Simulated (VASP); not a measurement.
Crystal: SrO.

```
Sr O
1.0
     0.00000    2.49269    2.62973
     2.49269    0.00000    2.62973
     2.49269    2.49269    0.00000
Sr O
1 1
Direct
  0.00000 0.00000 0.00000
  0.50000 0.50000 0.50000
```

This cell differs from its parent crystal: epitaxial xy strain -3.4%.

Base run:

```yaml
Program: VASP 6.6.1
Functional: PBE
Potentials_or_basis: VASP PAW PBE potentials, release 64 (Sr_sv, O)
Cutoff: 520 eV
k_mesh: 8 × 8 × 8
Occupations: fermi-dirac, width 0.02 eV
Spin: no spin polarisation
```

Its results: band gap on the k mesh 3.12 eV (least direct gap 3.15 eV); pressure 8.3 GPa.

Problem. The run is repeated on the same cell with these changes: functional from PBE to r2SCAN; occupations from fermi-dirac, width 0.02 eV to gaussian, width 0.01 eV. What comes out?

Solution. Band gap on the k mesh 3.59 eV (least direct gap 3.62 eV); pressure 6.6 GPa.

Caveats: the stress differs along the axes, from 2 to 11 GPa (at least some runs); the stress differs along the axes, from 0 to 10 GPa (at least some runs); the PAW data sets were made with another functional, which shifts forces and pressure a little (at least some runs).

A k mesh can miss the band edges.
